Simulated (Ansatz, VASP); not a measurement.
## Yb: VASP beside Ansatz

Contents of INCAR:

```
SYSTEM = Yb
ALGO = Normal ; EDIFF = 1E-6
ENCUT = 520 ; GGA = PE
ISIF = 2 ; ISMEAR = -1
LASPH = .True. ; LCHARG = .False.
LREAL = .False. ; LWAVE = .False.
NBANDS = 18 ; NELM = 100
PREC = Accurate ; SIGMA = 0.05
```

KPOINTS

```
k-points
0
Gamma
  10 10 10
  0 0 0
```

File POSCAR:

```
Yb
1.0
    3.4539966166      0.0000000000      0.0000000000
    0.0000000000      3.4539966166      0.0000000000
    0.0000000000      0.0000000000      3.4539966166
Yb
1
Direct
    0.0000000000      0.0000000000      0.0000000000
```

Input for Ansatz:

```yaml
crystal:
  lattice:
    - [3.4539966166, 0.0, 0.0]
    - [0.0, 3.4539966166, 0.0]
    - [0.0, 0.0, 3.4539966166]
  atoms:
    - { symbol: Yb, position: [0.0, 0.0, 0.0] }
kpoints:
  mp_grid: { grid: [10, 10, 10] }
scf:
  occupations: { method: fermi_dirac, width: 0.05 }
  n_extra_bands: 16
hamiltonian:
  xc: pbe
  pseudopotentials: { kind: all_electron, lapw: { basis_error: 0.00025 } }
output:
  forces: true
  stress: true
  eigenvalues: true
```

Alike in both runs: task single point; functional PBE; k mesh 10 × 10 × 10; occupations fermi-dirac, width 0.05 eV; no spin polarisation.

|  | VASP | Ansatz |
| --- | --- | --- |
| version | VASP 6.6.1 | Ansatz 0.2.0 |
| potentials or method | VASP PAW PBE potentials, release 64 (Yb), cutoff 520 eV | all-electron LAPW, scalar-relativistic |

Ansatz gave:

```
gap on the k mesh at the Fermi level (eV) : none
pressure (GPa)                            : -0.6
```

Question: What did VASP give for the same quantities?

Answer: gap on the k mesh at the Fermi level (eV): none; pressure (GPa): -0.4.

A gap of «none» marks a metal or a gap that the smearing closes. Ansatz ran all-electron here, and VASP with PAW potentials.

Spin-orbit coupling is off throughout.
